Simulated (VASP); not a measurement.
# Ag (Fm-3m) in VASP: further runs

Ag is run at these levels: PBEsol+U, LDA, RPBE; tasks: single point, density of states.

Program: VASP 6.6.1. These are calculated values, not measurements. Logs are shortened: lines on timing, memory, paths and dates and some standing lists are left out, and cuts for length are marked.

## (1) The cell of the first run

It takes space group Fm-3m (No. 225, cubic). The conventional cell has a = 4.085 Å, b = 4.085 Å, c = 4.085 Å, α = 90.00°, β = 90.00°, γ = 90.00°. Ag (site symmetry m-3m) has 12 Ag at 2.89 Å within 3.8 Å.

## (2) Single point, PBEsol+U, collinear spin, ferromagnetic start

The input, INCAR:

```
  PREC = Accurate
  ENCUT = 520
  EDIFF = 1E-6
  ISMEAR = -1
  SIGMA = 0.05
  LREAL = F
  LASPH = T
  NELM = 150
  ALGO = Fast
  ISIF = 2
  LWAVE = F
  LCHARG = F
  ISPIN = 2
  MAGMOM = 0.5
  LORBIT = 11
  LMAXMIX = 4
  LDAU = T
  LDAUTYPE = 2
  LDAUL = 2
  LDAUU = 7
  LDAUJ = 0
  LDAUPRINT = 1
  GGA = PS
  NBANDS = 16
```

The input, KPOINTS:

```
regular mesh
0
Gamma
  11 11 11
```

The input, POSCAR:

```
Ag
1.0
    0.0000000000      2.0427500000      2.0427500000
    2.0427500000      0.0000000000      2.0427500000
    2.0427500000      2.0427500000      0.0000000000
Ag
1
Direct
    0.0000000000      0.0000000000      0.0000000000
```

Potentials or basis: VASP PAW PBE potentials, release 64 (Ag).

Run with:

```bash
cat potpaw_PBE.64/Ag/POTCAR > POTCAR
mpirun -np 1 vasp_std > vasp.out
```

OUTCAR:

```text
PREC = Accurate
   ENCUT = 520
   EDIFF = 1E-6
   ISMEAR = -1
   LREAL = F
   LASPH = T
   NELM = 150
   ISIF = 2
   ISPIN = 2
   LORBIT = 11
   GGA = PS

 ion  position               nearest neighbor table
   1  0.000  0.000  0.000-

  LATTYP: Found a face centered cubic cell.
 ALAT       =     4.0855000000

  Lattice vectors:

 A1 = (   0.0000000000,   2.0427500000,   2.0427500000)
 A2 = (   2.0427500000,   0.0000000000,   2.0427500000)
 A3 = (   2.0427500000,   2.0427500000,   0.0000000000)

Analysis of symmetry for initial positions (statically):
=====================================================================
 Subroutine PRICEL returns:
 Original cell was already a primitive cell.

 Routine SETGRP: Setting up the symmetry group for a
 face centered cubic supercell.

 Subroutine GETGRP returns: Found 48 space group operations
 (whereof 48 operations were pure point group operations)
 out of a pool of 48 trial point group operations.

The static configuration has the point symmetry O_h .

Analysis of symmetry for dynamics (positions and initial velocities):
=====================================================================
 Subroutine PRICEL returns:
 Original cell was already a primitive cell.

 Routine SETGRP: Setting up the symmetry group for a
 face centered cubic supercell.

 Subroutine GETGRP returns: Found 48 space group operations
 (whereof 48 operations were pure point group operations)
 out of a pool of 48 trial point group operations.

The dynamic configuration has the point symmetry O_h .

Analysis of structural, dynamic, and magnetic symmetry:
=====================================================================
 Subroutine PRICEL returns:
 Original cell was already a primitive cell.

 Routine SETGRP: Setting up the symmetry group for a
 face centered cubic supercell.

 Subroutine GETGRP returns: Found 48 space group operations
 (whereof 48 operations were pure point group operations)
 out of a pool of 48 trial point group operations.

The overall configuration has the point symmetry O_h .

 Subroutine INISYM returns: Found 48 space group operations
 (whereof 48 operations are pure point group operations),
 and found     1 'primitive' translations

----------------------------------------------------------------------------------------

                                     Primitive cell

  volume of cell :      17.0481

  direct lattice vectors                    reciprocal lattice vectors
     0.000000000  2.042750000  2.042750000    -0.244768082  0.244768082  0.244768082
     2.042750000  0.000000000  2.042750000     0.244768082 -0.244768082  0.244768082
     2.042750000  2.042750000  0.000000000     0.244768082  0.244768082 -0.244768082

  length of vectors
     2.888884755  2.888884755  2.888884755     0.423950755  0.423950755  0.423950755

  position of ions in fractional coordinates (direct lattice)
     0.000000000  0.000000000  0.000000000

  ion indices of the primitive-cell ions
   primitive index   ion index
                 1           1

----------------------------------------------------------------------------------------

 KPOINTS: regular mesh

Automatic generation of k-mesh.
 Grid dimensions read from file:
 generate k-points for:   11   11   11

 Generating k-lattice:

  Cartesian coordinates                     Fractional coordinates (reciprocal lattice)
    -0.022251644  0.022251644  0.022251644     0.090909091  0.000000000  0.000000000
     0.022251644 -0.022251644  0.022251644     0.000000000  0.090909091  0.000000000
     0.022251644  0.022251644 -0.022251644     0.000000000  0.000000000  0.090909091

[... 46 lines left out ...]
 SYSTEM =  unknown system
   PREC   = accura    normal or accurate (medium, high low for compatibility)
   ISTART =      0    job   : 0-new  1-cont  2-samecut
   ICHARG =      2    charge: 1-file 2-atom 10-const
   ISPIN  =      2    spin polarized calculation?
   LNONCOLLINEAR =      F non collinear calculations
   LSORBIT =      F    spin-orbit coupling
   LASPH  =      T    aspherical Exc in radial PAW
   ENCUT  =  520.0 eV  38.22 Ry    6.18 a.u.   5.37  5.37  5.37*2*pi/ulx,y,z
   NELM   =    150;   NELMIN=  2; NELMDL= -5     # of ELM steps
   EDIFF  = 0.1E-05   stopping-criterion for ELM
   LREAL  =      F    real-space projection
   EDIFFG = 0.1E-04   stopping-criterion for IOM
   NSW    =      0    number of steps for IOM
   IBRION =     -1    ionic relax: 0-MD 1-quasi-New 2-CG
   NFREE  =      0    steps in history (QN), initial steepest desc. (CG)
   ISIF   =      2    stress and relaxation
   ISYM   =      2    0-nonsym 1-usesym 2-fastsym
   POTIM  = 0.5000    time-step for ionic-motion
   TEBEG  =    0.0;   TEEND  =   0.0 temperature during run
   PSTRESS=    0.0 pullay stress
   NELECT =      11.0000    total number of electrons
   NUPDOWN=      -1.0000    fix difference up-down
   EMIN   =  10.00;   EMAX   =-10.00  energy-range for DOS
   EFERMI =   0.00;   METHOD = LEGACY
   ISMEAR =    -1;   SIGMA  =   0.05  broadening in eV -4-tet -1-fermi 0-gaus
   EFERMI_NEDOS =   21; number of points for ismear=-14 and -15
   IALGO  =     68    algorithm
   IMIX   =      4    mixing-type and parameters
     AMIX     =   0.40;   BMIX     =  1.00
     AMIX_MAG =   1.60;   BMIX_MAG =  1.00
  volume/ion in A,a.u.               =      17.05       115.05
  Fermi-wavevector in a.u.,A,eV,Ry     =   1.414644  2.673290 27.228221  2.001218
  Thomas-Fermi vector in A             =   2.536165
   LORBIT       =     11    0 simple, 1 ext, 2 COOP (PROOUT), +10 PAW based schemes
 LDA+U is selected, type is set to LDAUTYPE =  2
   angular momentum for each species LDAUL =     2
   U (eV)           for each species LDAUU =   7.0
   J (eV)           for each species LDAUJ =   0.0
   GGA     = PS    functional components
   LHFCALC =     F    Hartree Fock is set to
   AEXX    =    0.0000 exact exchange contribution
   IVDW    =     0    specifies the selected vdW correction
   LEPSILON=     F    determine dielectric tensor
   LRPA    =     F    only Hartree local field effects (RPA)
 spin polarized calculation
 RMM-DIIS sequential band-by-band and
  energy-cutoff  :      520.00
  volume of cell :       17.05
 maximum number of plane-waves:       477
 NGX is ok and might be reduce to    24
   NGX = 11   NGY = 11   NGZ = 11

 number of electron      10.9999999 magnetization      -0.0002259

atom =   1  type =  1  l = 2

 onsite density matrix

spin component  1

  0.9506  0.0000 -0.0000  0.0000  0.0000
  0.0000  0.9506 -0.0000  0.0000  0.0000
 -0.0000 -0.0000  0.9557 -0.0000 -0.0000
  0.0000  0.0000 -0.0000  0.9506  0.0000
  0.0000  0.0000 -0.0000  0.0000  0.9557

spin component  2

  0.9506  0.0000 -0.0000  0.0000  0.0000
  0.0000  0.9506 -0.0000  0.0000  0.0000
 -0.0000 -0.0000  0.9556 -0.0000 -0.0000
  0.0000  0.0000 -0.0000  0.9506  0.0000
  0.0000  0.0000 -0.0000  0.0000  0.9556

 occupancies and eigenvectors

  o =  0.9506  v =  0.0000  0.0000  0.0000  0.0000  0.0000  0.0000  0.4310 -0.0000  0.9023  0.0000      0.0000  0.0000  0.0000  0.0000  0.0000  0.0000  0.0000  0.0000  0.0000  0.0000
  o =  0.9506  v =  0.0000  0.0000  0.0000  0.0000  0.0000  0.0000 -0.9023  0.0000  0.4310  0.0000      0.0000  0.0000  0.0000  0.0000  0.0000  0.0000  0.0000  0.0000  0.0000  0.0000
  o =  0.9506  v =  0.0000  0.0000  0.0000  0.0000  0.0000  1.0000  0.0000  0.0000  0.0000  0.0000      0.0000  0.0000  0.0000  0.0000  0.0000  0.0000  0.0000  0.0000  0.0000  0.0000
  o =  0.9506  v =  0.0000 -0.7200 -0.0000  0.6940 -0.0000  0.0000  0.0000  0.0000  0.0000  0.0000      0.0000  0.0000  0.0000  0.0000  0.0000  0.0000  0.0000  0.0000  0.0000  0.0000
  o =  0.9506  v =  0.0000  0.6940  0.0000  0.7200  0.0000  0.0000  0.0000  0.0000  0.0000  0.0000      0.0000  0.0000  0.0000  0.0000  0.0000  0.0000  0.0000  0.0000  0.0000  0.0000
  o =  0.9506  v =  1.0000  0.0000  0.0000  0.0000  0.0000  0.0000  0.0000  0.0000  0.0000  0.0000      0.0000  0.0000  0.0000  0.0000  0.0000  0.0000  0.0000  0.0000  0.0000  0.0000
  o =  0.9556  v =  0.0000  0.0000  0.0000  0.0000  0.0000  0.0000  0.0000 -0.0287 -0.0000  0.9996      0.0000  0.0000  0.0000  0.0000  0.0000  0.0000  0.0000  0.0000  0.0000  0.0000
  o =  0.9556  v =  0.0000  0.0000  0.0000  0.0000  0.0000  0.0000  0.0000  0.9996 -0.0000  0.0287      0.0000  0.0000  0.0000  0.0000  0.0000  0.0000  0.0000  0.0000  0.0000  0.0000
  o =  0.9557  v =  0.0000 -0.0000  0.1295  0.0000  0.9916  0.0000  0.0000  0.0000  0.0000  0.0000      0.0000  0.0000  0.0000  0.0000  0.0000  0.0000  0.0000  0.0000  0.0000  0.0000
  o =  0.9557  v =  0.0000 -0.0000  0.9916  0.0000 -0.1295  0.0000  0.0000  0.0000  0.0000  0.0000      0.0000  0.0000  0.0000  0.0000  0.0000  0.0000  0.0000  0.0000  0.0000  0.0000

 number of electron      10.9999999 magnetization       0.0001225

 Free energy of the ion-electron system (eV)
  ---------------------------------------------------
  ext. energy  EPLUGINS =         0.00000000
  ---------------------------------------------------
  free energy    TOTEN  =        -1.18344946 eV

  energy without entropy =       -1.18048134  energy(sigma->0) =       -1.18196540

 E-fermi :   8.0332     XC(G=0): -12.2774

 val. band max:        7.9077259689   @ k =  -0.2727   0.2727   0.0000
 cond. band min:       8.0864233801   @ k =  -0.3636   0.1818   0.0000
 fundamental gap:      0.1786974112
 Fermi energy:         8.0332440430

 spin component 1

 k-point     1 :       0.0000    0.0000    0.0000
  band No.  band energies     occupation
      1       0.4802      1.00000
      2       0.8391      1.00000
      3       0.8391      1.00000
      4       0.8391      1.00000
      5       1.8109      1.00000
      6       1.8109      1.00000
[... 895 lines left out ...]
      5       1.5832      1.00000
      6       4.1555      1.00000
[... 8 lines left out ...]
     15      37.3949      0.00000
     16      40.4452      0.00000

 [... further k-points ...]
[... 5 lines left out ...]
  --------------------------------------------------------------------------------------
  -------------------------------------------------------------------------------------
  Total       -0.5040961     -0.5040961     -0.5040961     -0.0000000     -0.0000000      0.0000000
  in kB      -47.3748973    -47.3748973    -47.3748973     -0.0000000     -0.0000000      0.0000000
  external PRESSURE =     -47.3748973 kB  Pullay stress =       0.0000000 kB

 VOLUME and BASIS-vectors are now :
 -----------------------------------------------------------------------------
  energy-cutoff  :      520.00
  volume of cell :       17.05
      direct lattice vectors                 reciprocal lattice vectors
     0.000000000  2.042750000  2.042750000    -0.244768082  0.244768082  0.244768082
     2.042750000  0.000000000  2.042750000     0.244768082 -0.244768082  0.244768082
     2.042750000  2.042750000  0.000000000     0.244768082  0.244768082 -0.244768082

 POSITION                                       TOTAL-FORCE (eV/Angst)
 -----------------------------------------------------------------------------------
      0.00000      0.00000      0.00000        -0.000000     -0.000000      0.000000
 -----------------------------------------------------------------------------------
    total drift:                                0.000000      0.000000     -0.000000

  FREE ENERGIE OF THE ION-ELECTRON SYSTEM (eV)
  ---------------------------------------------------
  free  energy   TOTEN  =        -1.1834494628 eV

  energy  without entropy=       -1.1804813368  energy(sigma->0) =       -1.18196540

 total charge

# of ion       s       p       d       tot
------------------------------------------
    1        0.398   0.247   9.485  10.130

 magnetization (x)

# of ion       s       p       d       tot
------------------------------------------
    1        0.000   0.000   0.000   0.000
```

It took 13 s on 1 thread of Intel Xeon 6975P-C (Granite Rapids), shared host; peak memory 0.15 GiB.

What came out:

- Free energy: -1.1834 eV
- Pressure: -4.7 GPa
- Net moment: 0.00 μB per cell
- Valence electrons inside the program's atomic spheres: Ag 10.13

Levels at points of the mesh, in eV from the Fermi level:
Spin up:
| k point | band 2 | band 3 | band 4 | band 5 | band 6 | band 7 | band 8 | band 9 | band 10 | band 11 |
| --- | --- | --- | --- | --- | --- | --- | --- | --- | --- | --- |
| (0.00, 0.00, 0.00) | -7.19 | -7.19 | -7.19 | -6.22 | -6.22 | 16.25 | 19.82 | 19.82 | 19.82 | 22.68 |
Spin down:
| k point | band 2 | band 3 | band 4 | band 5 | band 6 | band 7 | band 8 | band 9 | band 10 | band 11 |
| --- | --- | --- | --- | --- | --- | --- | --- | --- | --- | --- |
| (0.00, 0.00, 0.00) | -7.19 | -7.19 | -7.19 | -6.22 | -6.22 | 16.25 | 19.82 | 19.82 | 19.82 | 22.68 |

Eigenvalues of the final occupation matrices:
| site | spin | trace | eigenvalues |
| --- | --- | --- | --- |
| site 1 d | 1 | 4.76 | 0.95 0.95 0.95 0.96 0.96 |
| site 1 d | 2 | 4.76 | 0.95 0.95 0.95 0.96 0.96 |

Caveat: the PAW data sets were made with another functional, which shifts forces and pressure a little; the U is typed as a test and isn't derived for this compound.

## (3) Density of states, LDA

POSCAR is that of step 2.

The input, INCAR.step1:

```
PREC = Accurate
ENCUT = 520
EDIFF = 1E-6
ISMEAR = -1
SIGMA = 0.05
LREAL = F
LASPH = T
NELM = 60
ALGO = Normal
ISIF = 2
LWAVE = F
LCHARG = T
LMAXMIX = 4
GGA = CA
NBANDS = 12
```

The input, KPOINTS.step1:

```
regular mesh
0
Gamma
  6 6 6
```

The input, INCAR.step2:

```
PREC = Accurate
ENCUT = 520
EDIFF = 1E-6
ISMEAR = -5
SIGMA = 0.05
LREAL = F
LASPH = T
NELM = 60
ALGO = Normal
ISIF = 2
LWAVE = F
LCHARG = F
LMAXMIX = 4
GGA = CA
LORBIT = 10
NEDOS = 2001
ICHARG = 11
```

The input, KPOINTS.step2:

```
regular mesh
0
Gamma
  9 9 9
```

Potentials or basis: VASP PAW LDA potentials, release 64 (Ag).

Run with:

```bash
cat potpaw_LDA.64/Ag/POTCAR > POTCAR
cp INCAR.step1 INCAR
cp KPOINTS.step1 KPOINTS
mpirun -np 1 vasp_std > vasp.out
cp INCAR.step2 INCAR
cp KPOINTS.step2 KPOINTS
mpirun -np 1 vasp_std > vasp.out
```

Wall time 4.3 s (1 thread of Intel Xeon Platinum 8488C (Sapphire Rapids), shared host); peak memory 0.13 GiB.

The run converged. Its results:

```
Valence electrons inside the program's atomic spheres : Ag 9.87
```

Levels at points of the mesh, in eV from the Fermi level:
```
           k point  band 3  band 4  band 5  band 6  band 7  band 8  band 9
(0.00, 0.00, 0.00)   -4.87   -4.87   -3.81   -3.81   15.93   19.43   19.43
```

Caveat: the k points lie up to 0.44 Å⁻¹ apart; tetrahedron occupations give inexact forces and stress in metals.

## (4) Density of states, RPBE

POSCAR is that of step 3.

The input, INCAR.step1:

```
ALGO = Normal ; EDIFF = 1E-6
ENCUT = 520 ; GGA = RP
ISIF = 2 ; ISMEAR = -1
LASPH = True ; LCHARG = True
LMAXMIX = 4 ; LREAL = False
LWAVE = False ; NBANDS = 12
NELM = 100 ; PREC = Accurate
SIGMA = 0.05
```

The input, KPOINTS.step1:

```
k-points
0
Gamma
  6 6 6
```

The input, INCAR.step2:

```
ALGO = Normal ; EDIFF = 1E-6
ENCUT = 520 ; GGA = RP
ICHARG = 11 ; ISIF = 2
ISMEAR = -5 ; LASPH = True
LCHARG = False ; LMAXMIX = 4
LORBIT = 11 ; LREAL = False
LWAVE = False ; NBANDS = 12
NEDOS = 1001 ; NELM = 100
PREC = Accurate ; SIGMA = 0.05
```

The input, KPOINTS.step2:

```
k-points
0
Gamma
  9 9 9
```

Potentials or basis: VASP PAW PBE potentials, release 64 (Ag).

Run with:

```bash
cat potpaw_PBE.64/Ag/POTCAR > POTCAR
cp INCAR.step1 INCAR
cp KPOINTS.step1 KPOINTS
mpirun -np 1 vasp_std > vasp.out
cp INCAR.step2 INCAR
cp KPOINTS.step2 KPOINTS
mpirun -np 1 vasp_std > vasp.out
```

OUTCAR:

```text
EDIFF = 1E-6
   ENCUT = 520
   GGA = RP
   ICHARG = 11
   ISIF = 2
   ISMEAR = -5
   LASPH = True
   LORBIT = 11
   LREAL = False
   NELM = 100
   PREC = Accurate

 ion  position               nearest neighbor table
   1  0.000  0.000  0.000-

  LATTYP: Found a face centered cubic cell.
 ALAT       =     4.0855000000

  Lattice vectors:

 A1 = (   0.0000000000,   2.0427500000,   2.0427500000)
 A2 = (   2.0427500000,   0.0000000000,   2.0427500000)
 A3 = (   2.0427500000,   2.0427500000,   0.0000000000)

Analysis of symmetry for initial positions (statically):
[... 538 lines left out ...]
     12      38.3352      0.00000

 [... further k-points ...]
[... 5 lines left out ...]
  --------------------------------------------------------------------------------------
  -------------------------------------------------------------------------------------
  Total        0.8780664      0.8780664      0.8780664      0.0000000      0.0000000      0.0000000
  in kB       82.5205850     82.5205850     82.5205850      0.0000000      0.0000000      0.0000000
  external PRESSURE =      82.5205850 kB  Pullay stress =       0.0000000 kB

 VOLUME and BASIS-vectors are now :
 -----------------------------------------------------------------------------
  energy-cutoff  :      520.00
  volume of cell :       17.05
      direct lattice vectors                 reciprocal lattice vectors
     0.000000000  2.042750000  2.042750000    -0.244768082  0.244768082  0.244768082
     2.042750000  0.000000000  2.042750000     0.244768082 -0.244768082  0.244768082
     2.042750000  2.042750000  0.000000000     0.244768082  0.244768082 -0.244768082

 POSITION                                       TOTAL-FORCE (eV/Angst)
 -----------------------------------------------------------------------------------
      0.00000      0.00000      0.00000         0.000000      0.000000      0.000000
 -----------------------------------------------------------------------------------
    total drift:                               -0.000000      0.000000      0.000000

  FREE ENERGIE OF THE ION-ELECTRON SYSTEM (eV)
  ---------------------------------------------------
  free  energy   TOTEN  =        -2.1651236781 eV

  energy  without entropy=       -2.1651236781  energy(sigma->0) =       -2.16512368

 total charge

# of ion       s       p       d       tot
------------------------------------------
    1        0.423   0.299   9.164   9.886
```

OUTCAR.step1:

```text
EDIFF = 1E-6
   ENCUT = 520
   GGA = RP
   ISIF = 2
   ISMEAR = -1
   LASPH = True
[... 444 lines left out ...]

 POSITION                                       TOTAL-FORCE (eV/Angst)
 -----------------------------------------------------------------------------------
      0.00000      0.00000      0.00000        -0.000000     -0.000000     -0.000000
 -----------------------------------------------------------------------------------
    total drift:                                0.000000      0.000000     -0.000000

  FREE ENERGIE OF THE ION-ELECTRON SYSTEM (eV)
  ---------------------------------------------------
  free  energy   TOTEN  =        -2.0934478096 eV

  energy  without entropy=       -2.0859172345  energy(sigma->0) =       -2.08968252
```

Run time: 6.6 s. Hardware: 1 thread of Intel Xeon Platinum 8488C (Sapphire Rapids), shared host; peak memory 0.13 GiB.

What came out:

| Property | Result |
| --- | --- |
| Valence electrons inside the program's atomic spheres | Ag 9.89 |

Caveat: the k points lie up to 0.44 Å⁻¹ apart; the PAW data sets were made with another functional, which shifts forces and pressure a little; tetrahedron occupations give inexact forces and stress in metals.
